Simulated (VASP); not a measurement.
Here is a VASP 6.6.1 calculation.

File INCAR:

```
  PREC = Accurate
  ENCUT = 520
  EDIFF = 1E-6
  ISMEAR = 0
  SIGMA = 0.1
  LREAL = False
  LASPH = True
  NELM = 80
  ALGO = Normal
  ISIF = 2
  LWAVE = False
  LCHARG = True
  GGA = PE
  LELF = True
  LVHAR = True
  NBANDS = 15
```

File KPOINTS:

```
regular mesh
0
Gamma
  15 15 12
```

File POSCAR:

```
HfB2
1.0
    3.0860886568      0.0000000000      0.0000000000
   -1.5430443284      2.6726311751      0.0000000000
    0.0000000000      0.0000000000      3.4045434204
Hf B
1 2
Direct
    0.0000000000      0.0000000000      0.0000000000
    0.3333333333      0.6666666667      0.5000000000
    0.6666666667      0.3333333333      0.5000000000
```

Potentials or basis: VASP PAW PBE potentials, release 64 (Hf_pv, B).

Launch:

```sh
$ cat potpaw_PBE.64/Hf_pv/POTCAR potpaw_PBE.64/B/POTCAR > POTCAR
$ mpirun -np 1 vasp_std > vasp.out
```

Question: Estimate the band gap on the k mesh.

Answer: Zero (band 8 reaches 8.92 eV, above the bottom of band 9 at 7.86 eV).

Question: Estimate the pressure.

Answer: 17.2 GPa.

Stress tensor (GPa, compression positive):
```
16.97  0.00  0.00
 0.00 16.97  0.00
 0.00  0.00 17.51
```

Caveat: spin-orbit coupling is left out, which moves the levels of the heavy elements.
